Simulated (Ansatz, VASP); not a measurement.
Two plane-wave programs on C

File POSCAR:

```
C
1.0
    2.1035908140     -4.3503942018     -0.0560450399
    2.1503737870      4.3730990543     -0.0006206322
   -0.0334648432      0.0158854923      2.5492818185
C
8
Direct
    0.6354309494      0.9725309093     -0.0037711999
    0.3555096450      0.0248293375     -0.0067581949
    0.0255683366      0.3547671488     -0.0046790249
    0.9930254161      0.6533502501      0.0133946275
    0.4072588368      0.2275171349      0.4949969967
    0.5970659230      0.7663756302      0.5143068791
    0.7500152094      0.5871837337      0.4988552980
    0.2361256837      0.4134458555      0.4936546183
```

The input INCAR.step1:

```
ALGO     = Normal         # electronic algorithm
EDIFF    = 1E-4           # SCF threshold, eV
ENCUT    = 520            # plane-wave cutoff, eV
GGA      = PE             # functional
ISMEAR   = 0              # smearing method
LASPH    = True           # aspherical terms in the spheres
LCHARG   = False          # write CHGCAR
LREAL    = False          # projectors in reciprocal space
LWAVE    = True           # write WAVECAR
NBANDS   = 26             # bands
NELM     = 80             # most SCF steps
PREC     = Accurate       # precision mode
SIGMA    = 0.05           # smearing width, eV
```

The input INCAR.step2:

```
ALGO     = Normal         # electronic algorithm
EDIFF    = 1E-7           # SCF threshold, eV
ENCUT    = 520            # plane-wave cutoff, eV
ISIF     = 2              # what is computed and relaxed
ISMEAR   = 0              # smearing method
ISTART   = 1            
LASPH    = True           # aspherical terms in the spheres
LCHARG   = False          # write CHGCAR
LMIXTAU  = True         
LREAL    = False          # projectors in reciprocal space
LWAVE    = False          # write WAVECAR
METAGGA  = R2SCAN         # meta-GGA
NBANDS   = 26             # bands
NELM     = 80             # most SCF steps
PREC     = Accurate       # precision mode
SIGMA    = 0.05           # smearing width, eV
```

KPOINTS

```
k-points
0
Gamma
  6 6 10
```

Input for Ansatz:

```yaml
crystal:
  lattice:
    - [2.103590814, -4.3503942018, -0.0560450399]
    - [2.150373787, 4.3730990543, -0.0006206322]
    - [-0.0334648432, 0.0158854923, 2.5492818185]
  atoms:
    - { symbol: C, position: [0.6354309494, 0.9725309093, -0.0037711999] }
    - { symbol: C, position: [0.355509645, 0.0248293375, -0.0067581949] }
    - { symbol: C, position: [0.0255683366, 0.3547671488, -0.0046790249] }
    - { symbol: C, position: [0.9930254161, 0.6533502501, 0.0133946275] }
    - { symbol: C, position: [0.4072588368, 0.2275171349, 0.4949969967] }
    - { symbol: C, position: [0.597065923, 0.7663756302, 0.5143068791] }
    - { symbol: C, position: [0.7500152094, 0.5871837337, 0.498855298] }
    - { symbol: C, position: [0.2361256837, 0.4134458555, 0.4936546183] }
basis:
  ecutwfc: 500
kpoints:
  mp_grid: { grid: [6, 6, 10] }
hamiltonian:
  xc: r2scan
scf:
  occupations: { method: gaussian, width: 0.05 }
output:
  forces: true
  stress: true
  eigenvalues: true
  write_density: true
  write_potential: true
  elf: true
  volumetric_format: npy
```

Change from the starting cell: all atoms moved at random (sigma 0.03 Å a component), cell strained at random (sigma 0.01).

Alike in both runs: task single point; functional r2SCAN; k mesh 6 × 6 × 10; occupations gaussian, width 0.05 eV; no spin polarisation.

|  | VASP | Ansatz |
| --- | --- | --- |
| version | VASP 6.6.1 | Ansatz 0.2.0 |
| potentials or method | VASP PAW PBE potentials, release 64 (C), cutoff 520 eV | scalar-relativistic, plane waves, PAW |
| valence electrons in the cell | 32 | 32 |

|  | VASP | Ansatz | Ansatz less VASP |
| --- | --- | --- | --- |
| gap on the k mesh at the Fermi level (eV) | 2.79 | 2.83 | +0.033 |
| least direct gap on the mesh (eV) | 4.58 | 4.60 | +0.024 |
| pressure (GPa) | -1.7 | -2.8 | -1.09 |
| traceless stress, the component that is largest in VASP (GPa) | -17.07 | -16.79 | +0.276 |
| rms of the force components (eV/Å) | 1.927 | 1.909 | -0.0185 |

VASP's potentials were made for PBE, not for r2SCAN. Atom by atom the forces differ by 0.027 eV/Å (rms over components).
